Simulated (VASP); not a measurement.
# SiC (Moissanite 3C) (F-43m) in VASP: further runs

SiC (Moissanite 3C) is run at these levels: PBE, PBEsol; tasks: relaxation of cell and atoms.

Program: VASP 6.6.1. These are calculated values, not measurements. Logs are shortened: lines on timing, memory, paths and dates and some standing lists are left out, and cuts for length are marked.

**1. The cell of the first run**

Symmetry: F-43m, No. 216, cubic system. The conventional cell has a = 4.358 Å, b = 4.358 Å, c = 4.358 Å, α = 90.00°, β = 90.00°, γ = 90.00°. Within 2.5 Å of Si (site symmetry -43m) lie 4 C at 1.89 Å. Within 2.5 Å of C (site symmetry -43m) lie 4 Si at 1.89 Å.

**2. Relaxation of cell and atoms, PBE**

INCAR

```
SYSTEM = SiC
PREC = Accurate ; ENCUT = 600
EDIFF = 1E-6 ; ISMEAR = -1
SIGMA = 0.02 ; LREAL = .FALSE.
LASPH = .TRUE. ; NELM = 100
ALGO = Normal ; ISIF = 3
LWAVE = .FALSE. ; LCHARG = .FALSE.
GGA = PE ; IBRION = 2
NSW = 80 ; EDIFFG = -0.01
```

KPOINTS

```
regular mesh
0
G
  10 10 10
  0 0 0
```

POSCAR

```
SiC
1.0
    0.0000000000      2.1790000000      2.1790000000
    2.1790000000      0.0000000000      2.1790000000
    2.1790000000      2.1790000000      0.0000000000
Si C
1 1
Direct
    0.0000000000      0.0000000000      0.0000000000
    0.2500000000      0.2500000000      0.2500000000
```

Potentials or basis: VASP PAW PBE potentials, release 64 (Si, C).

On the command line:

```
> cat potpaw_PBE.64/Si/POTCAR potpaw_PBE.64/C/POTCAR > POTCAR
> mpirun -np 1 vasp_std > vasp.out
```

OUTCAR:

```text
SYSTEM = SiC
   PREC = Accurate
   ENCUT = 600
   EDIFF = 1E-6
   ISMEAR = -1
   LREAL = .FALSE.
   LASPH = .TRUE.
   NELM = 100
   ISIF = 3
   GGA = PE
   IBRION = 2
   NSW = 80
   EDIFFG = -0.01

 ion  position               nearest neighbor table
   1  0.000  0.000  0.000-   2 1.89   2 1.89   2 1.89   2 1.89
   2  0.250  0.250  0.250-   1 1.89   1 1.89   1 1.89   1 1.89

  LATTYP: Found a face centered cubic cell.
 ALAT       =     4.3580000000

  Lattice vectors:

 A1 = (   0.0000000000,   2.1790000000,   2.1790000000)
 A2 = (   2.1790000000,   0.0000000000,   2.1790000000)
 A3 = (   2.1790000000,   2.1790000000,   0.0000000000)

Analysis of symmetry for initial positions (statically):
=====================================================================
 Subroutine PRICEL returns:
 Original cell was already a primitive cell.

 Routine SETGRP: Setting up the symmetry group for a
 face centered cubic supercell.

 Subroutine GETGRP returns: Found 24 space group operations
 (whereof 24 operations were pure point group operations)
 out of a pool of 48 trial point group operations.

The static configuration has the point symmetry T_d .

Analysis of symmetry for dynamics (positions and initial velocities):
=====================================================================
 Subroutine PRICEL returns:
 Original cell was already a primitive cell.

 Routine SETGRP: Setting up the symmetry group for a
 face centered cubic supercell.

 Subroutine GETGRP returns: Found 24 space group operations
 (whereof 24 operations were pure point group operations)
 out of a pool of 48 trial point group operations.

The dynamic configuration has the point symmetry T_d .

 Subroutine INISYM returns: Found 24 space group operations
 (whereof 24 operations are pure point group operations),
 and found     1 'primitive' translations

----------------------------------------------------------------------------------------

                                     Primitive cell

  volume of cell :      20.6920

  direct lattice vectors                    reciprocal lattice vectors
     0.000000000  2.179000000  2.179000000    -0.229463056  0.229463056  0.229463056
     2.179000000  0.000000000  2.179000000     0.229463056 -0.229463056  0.229463056
     2.179000000  2.179000000  0.000000000     0.229463056  0.229463056 -0.229463056

  length of vectors
     3.081571352  3.081571352  3.081571352     0.397441672  0.397441672  0.397441672

  position of ions in fractional coordinates (direct lattice)
     0.000000000  0.000000000  0.000000000
     0.250000000  0.250000000  0.250000000

  ion indices of the primitive-cell ions
   primitive index   ion index
                 1           1
                 2           2

----------------------------------------------------------------------------------------

 KPOINTS: regular mesh

Automatic generation of k-mesh.
 Grid dimensions read from file:
 generate k-points for:   10   10   10

 Generating k-lattice:

  Cartesian coordinates                     Fractional coordinates (reciprocal lattice)
    -0.022946306  0.022946306  0.022946306     0.100000000  0.000000000  0.000000000
     0.022946306 -0.022946306  0.022946306     0.000000000  0.100000000  0.000000000
     0.022946306  0.022946306 -0.022946306     0.000000000  0.000000000  0.100000000

  Length of vectors
     0.039744167  0.039744167  0.039744167

  Shift w.r.t. Gamma in fractional coordinates (k-lattice)
     0.000000000  0.000000000  0.000000000

 Subroutine IBZKPT returns following result:
 ===========================================

 Found     47 irreducible k-points:

 Following reciprocal coordinates:
            Coordinates               Weight
  0.000000  0.000000  0.000000      1.000000
  0.100000  0.000000  0.000000      8.000000
  0.200000  0.000000  0.000000      8.000000
  0.300000  0.000000  0.000000      8.000000
  0.400000  0.000000  0.000000      8.000000
  0.500000  0.000000  0.000000      4.000000
[... 16 lines left out ...]
  0.300000  0.300000  0.000000      6.000000
  0.400000  0.300000  0.000000     24.000000
 [... further k-points ...]
   k-points           NKPTS =     47   k-points in BZ     NKDIM =     47   number of bands    NBANDS=      8
   number of dos      NEDOS =    301   number of ions     NIONS =      2
   total plane-waves  NPLWV =  21952
   dimension x,y,z NGX =    28 NGY =   28 NGZ =   28
   dimension x,y,z NGXF=    56 NGYF=   56 NGZF=   56
   ions per type =               1   1
   NGX,Y,Z   is equivalent  to a cutoff of  15.11, 15.11, 15.11 a.u.
   NGXF,Y,Z  is equivalent  to a cutoff of  30.21, 30.21, 30.21 a.u.
 SYSTEM =  SiC
   PREC   = accura    normal or accurate (medium, high low for compatibility)
   ISTART =      0    job   : 0-new  1-cont  2-samecut
   ICHARG =      2    charge: 1-file 2-atom 10-const
   ISPIN  =      1    spin polarized calculation?
   LNONCOLLINEAR =      F non collinear calculations
   LSORBIT =      F    spin-orbit coupling
   LASPH  =      T    aspherical Exc in radial PAW
   ENCUT  =  600.0 eV  44.10 Ry    6.64 a.u.   6.15  6.15  6.15*2*pi/ulx,y,z
   NELM   =    100;   NELMIN=  2; NELMDL= -5     # of ELM steps
   EDIFF  = 0.1E-05   stopping-criterion for ELM
   LREAL  =      F    real-space projection
   EDIFFG = -.1E-01   stopping-criterion for IOM
   NSW    =     80    number of steps for IOM
   IBRION =      2    ionic relax: 0-MD 1-quasi-New 2-CG
   NFREE  =      1    steps in history (QN), initial steepest desc. (CG)
   ISIF   =      3    stress and relaxation
   ISYM   =      2    0-nonsym 1-usesym 2-fastsym
   POTIM  = 0.5000    time-step for ionic-motion
   TEBEG  =    0.0;   TEEND  =   0.0 temperature during run
   PSTRESS=    0.0 pullay stress
   NELECT =       8.0000    total number of electrons
   NUPDOWN=      -1.0000    fix difference up-down
   EMIN   =  10.00;   EMAX   =-10.00  energy-range for DOS
   EFERMI =   0.00;   METHOD = LEGACY
   ISMEAR =    -1;   SIGMA  =   0.02  broadening in eV -4-tet -1-fermi 0-gaus
   EFERMI_NEDOS =   21; number of points for ismear=-14 and -15
   IALGO  =     38    algorithm
   IMIX   =      4    mixing-type and parameters
     AMIX     =   0.40;   BMIX     =  1.00
     AMIX_MAG =   1.60;   BMIX_MAG =  1.00
  volume/ion in A,a.u.               =      10.35        69.82
  Fermi-wavevector in a.u.,A,eV,Ry     =   1.192626  2.253736 19.352338  1.422357
  Thomas-Fermi vector in A             =   2.328660
   LORBIT       =      0    0 simple, 1 ext, 2 COOP (PROOUT), +10 PAW based schemes
   GGA     = PE    functional components
   LHFCALC =     F    Hartree Fock is set to
   AEXX    =    0.0000 exact exchange contribution
   IVDW    =     0    specifies the selected vdW correction
   LEPSILON=     F    determine dielectric tensor
   LRPA    =     F    only Hartree local field effects (RPA)
 conjugate gradient relaxation of ions
 non-spin polarized calculation
  energy-cutoff  :      600.00
  volume of cell :       20.69
 maximum number of plane-waves:       701
 NGX is ok and might be reduce to    28
   NGX = 13   NGY = 13   NGZ = 13

--------------------------------------- Ionic step        1  -------------------------------------------

 number of electron       8.0000000 magnetization

 Free energy of the ion-electron system (eV)
  ---------------------------------------------------
  ext. energy  EPLUGINS =         0.00000000
  ---------------------------------------------------
  free energy    TOTEN  =       -15.05911966 eV

  energy without entropy =      -15.05911966  energy(sigma->0) =      -15.05911966

------------------------ aborting loop because EDIFF is reached ----------------------------------------

  FORCE on cell =-STRESS in cart. coord.  units (eV):
  Direction    XX          YY          ZZ          XY          YZ          ZX
  --------------------------------------------------------------------------------------
  -------------------------------------------------------------------------------------
  Total        0.3979537      0.3979537      0.3979537      0.0000000      0.0000000      0.0000000
  in kB       30.8135264     30.8135264     30.8135264      0.0000000      0.0000000      0.0000000
  external PRESSURE =      30.8135264 kB  Pullay stress =       0.0000000 kB
[... 57 lines left out ...]
  energy  without entropy=      -15.0589583067  energy(sigma->0) =      -15.05895831

--------------------------------------- Ionic step        3  -------------------------------------------

 number of electron       8.0000000 magnetization

 Free energy of the ion-electron system (eV)
  ---------------------------------------------------
  ext. energy  EPLUGINS =         0.00000000
  ---------------------------------------------------
  free energy    TOTEN  =       -15.06188963 eV

  energy without entropy =      -15.06188963  energy(sigma->0) =      -15.06188963

 E-fermi :   8.3104     XC(G=0): -11.2947

 val. band max:        7.9490656395   @ k =   0.0000   0.0000   0.0000
 cond. band min:       9.3195810995   @ k =   0.5000   0.5000   0.0000
 fundamental gap:      1.3705154600
 Fermi energy:         8.3103994322

 k-point     1 :       0.0000    0.0000    0.0000
  band No.  band energies     occupation
      1      -7.3440      2.00000
      2       7.9491      2.00000
      3       7.9491      2.00000
      4       7.9491      2.00000
      5      14.0180      0.00000
      6      15.1601      0.00000
      7      15.1601      0.00000
      8      15.1601      0.00000
[... 243 lines left out ...]
 k-point    24 :       0.4000    0.3000    0.0000
  band No.  band energies     occupation
      1      -4.2402      2.00000
      2       2.3849      2.00000
      3       4.8262      2.00000
      4       5.3467      2.00000
      5      10.8088      0.00000
      6      13.5160      0.00000
      7      19.4206      0.00000
      8      19.7483      0.00000

 [... further k-points ...]

------------------------ aborting loop because EDIFF is reached ----------------------------------------

  FORCE on cell =-STRESS in cart. coord.  units (eV):
  Direction    XX          YY          ZZ          XY          YZ          ZX
  --------------------------------------------------------------------------------------
  -------------------------------------------------------------------------------------
  Total        0.0009349      0.0009349      0.0009349     -0.0000000      0.0000000     -0.0000000
  in kB        0.0713795      0.0713795      0.0713795     -0.0000000      0.0000000     -0.0000000
  external PRESSURE =       0.0713795 kB  Pullay stress =       0.0000000 kB
[... 17 lines left out ...]
  FREE ENERGIE OF THE ION-ELECTRON SYSTEM (eV)
  ---------------------------------------------------
  free  energy   TOTEN  =       -15.0618896323 eV

  energy  without entropy=      -15.0618896322  energy(sigma->0) =      -15.06188963

 reached required accuracy - stopping structural energy minimisation
```

Run time: 16 s. Hardware: 1 thread of Intel Xeon 6975P-C, shared host; peak memory 0.15 GiB.

What came out:

- Free energy: -15.0619 eV
- Relaxed volume: 10.49 Å³/atom
- Relaxed cell: a = 3.096 Å, b = 3.096 Å, c = 3.096 Å, α = 60.00°, β = 60.00°, γ = 60.00°
- Space group after relaxing (to 0.05 Å): F-43m (No. 216)
- Energy gained by relaxing: 1.4 meV/atom
- Ionic steps: 3
- Pressure after relaxing: 0.0 GPa
- Band gap on the k mesh: 1.37 eV, indirect (least direct gap 4.53 eV)

Step by step:
| step | energy change (eV) | largest force (eV/Å) | pressure (GPa) | volume (Å³) |
| --- | --- | --- | --- | --- |
| 1 | 0.0000 | 0.0000 | 3.08 | 20.69 |
| 2 | 0.0002 | 0.0000 | -3.00 | 21.29 |
| 3 | -0.0028 | 0.0000 | 0.01 | 20.99 |

Final structure:
```
Si C
1.0
     0.00000    2.18924    2.18924
     2.18924    0.00000    2.18924
     2.18924    2.18924    0.00000
Si C
1 1
Direct
  0.00000 0.00000 0.00000
  0.25000 0.25000 0.25000
```

A k mesh can miss the band edges. PBE usually gives volumes a little too large and moduli too small.

**3. Relaxation of cell and atoms, PBEsol**

INCAR

```
SYSTEM = SiC
PREC = Accurate
ENCUT = 600
EDIFF = 1E-6
ISMEAR = -1
SIGMA = 0.02
LREAL = .FALSE.
LASPH = .TRUE.
NELM = 60
ALGO = Normal
ISIF = 3
LWAVE = .FALSE.
LCHARG = .FALSE.
GGA = PS
IBRION = 2
NSW = 80
EDIFFG = -0.01
```

KPOINTS is that of step 2.

POSCAR is that of step 2.

Potentials or basis: VASP PAW PBE potentials, release 64 (Si, C).

On the command line:

```
> cat potpaw_PBE.64/Si/POTCAR potpaw_PBE.64/C/POTCAR > POTCAR
> mpirun -np 1 vasp_std > vasp.out
```

It took 10 s on 1 thread of Intel Xeon 6975P-C, shared host; peak memory 0.15 GiB.

The run converged. Its results:

- Free energy: -15.9161 eV
- Pressure after relaxing: 0.0 GPa
- Band gap on the k mesh: 1.23 eV, indirect (least direct gap 4.44 eV)

Final structure:
```
CELL_PARAMETERS angstrom
0.00000 2.17900 2.17900
2.17900 0.00000 2.17900
2.17900 2.17900 0.00000
ATOMIC_POSITIONS crystal
Si 0.00000 0.00000 0.00000
C 0.25000 0.25000 0.25000
```

Levels at points of the mesh, in eV from the valence-band top:
```csv
k point,band 2,band 3,band 4,band 5,band 6,band 7
"(0.00, 0.00, 0.00)",0.00,0.00,0.00,6.19,7.24,7.24
"(0.50, 0.00, 0.00)",-8.60,-1.06,-1.06,5.37,7.14,7.14
"(0.50, 0.50, 0.00)",-7.83,-3.21,-3.21,1.23,4.20,13.95
```

Caveat: the relaxation stopped at its first step, so nothing moved; the PAW data sets were made with another functional, which shifts forces and pressure a little. As with any semilocal functional, this PBEsol gap is likely too small.
